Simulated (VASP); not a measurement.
Input of a VASP 6.6.1 run:

INCAR

```
ALGO = Normal ; EDIFF = 1E-6
ENCUT = 520 ; GGA = PE
ISIF = 2 ; ISMEAR = -1
LASPH = True ; LCHARG = True
LELF = True ; LREAL = False
LVHAR = True ; LWAVE = False
NBANDS = 20 ; NELM = 60
PREC = Accurate ; SIGMA = 0.1
```

The input KPOINTS:

```
k-points
0
Gamma
  5 5 7
```

Contents of POSCAR:

```
K
1.0
    7.4394205632      0.0000000000      0.0000000000
   -3.7197102816      6.4427271972      0.0000000000
    0.0000000000      0.0000000000      4.4207513112
K
3
Direct
    0.0000000000      0.0000000000      0.0000000000
    0.3333333333      0.6666666667      0.5000000000
    0.6666666667      0.3333333333      0.5000000000
```

Potentials or basis: VASP PAW PBE potentials, release 64 (K_sv).

Run with:

```console
$ cat potpaw_PBE.64/K_sv/POTCAR > POTCAR
$ mpirun -np 1 vasp_std > vasp.out
```

Question: Predict the pressure.

Answer: 0.2 GPa.

Question: Predict the band gap on the k mesh.

Answer: Zero (an odd number of electrons rules out a gap without spin polarisation).
